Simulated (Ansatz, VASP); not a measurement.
One calculation of Co, two programs

```
Co
1.0
     0.00000    3.21737    3.21737
     3.21737    0.00000    3.21737
     3.21737    3.21737    0.00000
Co
6
Cartesian
  4.8261 4.8261 4.8261
  3.2174 3.2174 3.2174
  2.4130 2.4130 0.8043
  0.8043 0.8043 0.8043
  0.8043 2.4130 2.4130
  2.4130 0.8043 2.4130
```

Alike in both runs: task single point; functional PBEsol; k mesh 6 × 6 × 6; occupations fermi-dirac, width 0.15 eV; collinear spin.

|  | VASP | Ansatz |
| --- | --- | --- |
| version | VASP 6.6.1 | Ansatz 0.2.0 |
| potentials or method | VASP PAW PBE potentials, release 64 (Co_sv), cutoff 690 eV | plane waves, PAW |
| valence electrons in the cell | 102 | 102 |

Ansatz gave:

```
pressure (GPa)                                                : -2.7
net moment per atom (μB)                                      : 1.63
size of the moment on the site where the two differ most (μB) : 1.79
```

**Question.** Which values does VASP return?

**Answer.** Pressure (GPa): -3.7; net moment per atom (μB): 1.63; size of the moment on the site where the two differ most (μB): 1.78.

VASP's potentials were made for PBE, not for PBEsol. Site moments also hang on the region over which each program counts them.
